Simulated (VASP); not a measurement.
Here is a VASP 6.6.1 calculation.

The input POSCAR:

```
Ga
1.0
    2.2318501700     -3.7932285796      0.0000000000
    2.2318501700      3.7932285796      0.0000000000
    0.0000000000      0.0000000000      4.5346411306
Ga
4
Direct
    0.8442341977      0.1557658023      0.0855794111
    0.6557658023      0.3442341977      0.5855794111
    0.1557658023      0.8442341977      0.9144205889
    0.3442341977      0.6557658023      0.4144205889
```

The input INCAR.step1:

```
SYSTEM = Ga
  PREC = Accurate
  ENCUT = 520
  ISMEAR = -1
  SIGMA = 0.01
  LREAL = .FALSE.
  LASPH = .TRUE.
  NELM = 80
  NBANDS = 34
  GGA = PE
  ALGO = Normal
  EDIFF = 1E-4
  LWAVE = .TRUE.
  LCHARG = .FALSE.
```

Contents of INCAR.step2:

```
SYSTEM = Ga
  PREC = Accurate
  ENCUT = 520
  EDIFF = 1E-6
  ISMEAR = -1
  SIGMA = 0.01
  LREAL = .FALSE.
  LASPH = .TRUE.
  NELM = 80
  ALGO = Normal
  ISIF = 2
  LWAVE = .FALSE.
  LCHARG = .FALSE.
  METAGGA = R2SCAN
  LMIXTAU = .TRUE.
  NBANDS = 34
  ISTART = 1
```

Contents of KPOINTS:

```
regular mesh
0
G
  8 8 7
  0 0 0
```

Potentials or basis: VASP PAW PBE potentials, release 64 (Ga_d).

Command:

```sh
$ cat potpaw_PBE.64/Ga_d/POTCAR > POTCAR
$ cp INCAR.step1 INCAR
$ mpirun -np 1 vasp_std > vasp.out
$ cp INCAR.step2 INCAR
$ mpirun -np 1 vasp_std > vasp.out
```

Task: Estimate the largest force.

Result: 0.010 eV/Å.

Task: Predict the band gap on the k mesh.

Result: Zero (bands 26 and 27 overlap by 1.05 eV).

Task: What does it give for the pressure?

Result: 0.1 GPa.

Forces in eV/Å, atoms in the order of the input:
```
Ga   0.000 -0.005  0.008
Ga   0.000  0.005  0.008
Ga   0.000  0.005 -0.008
Ga   0.000 -0.005 -0.008
```

Caveat: the PAW data sets were made with another functional, which shifts forces and pressure a little.
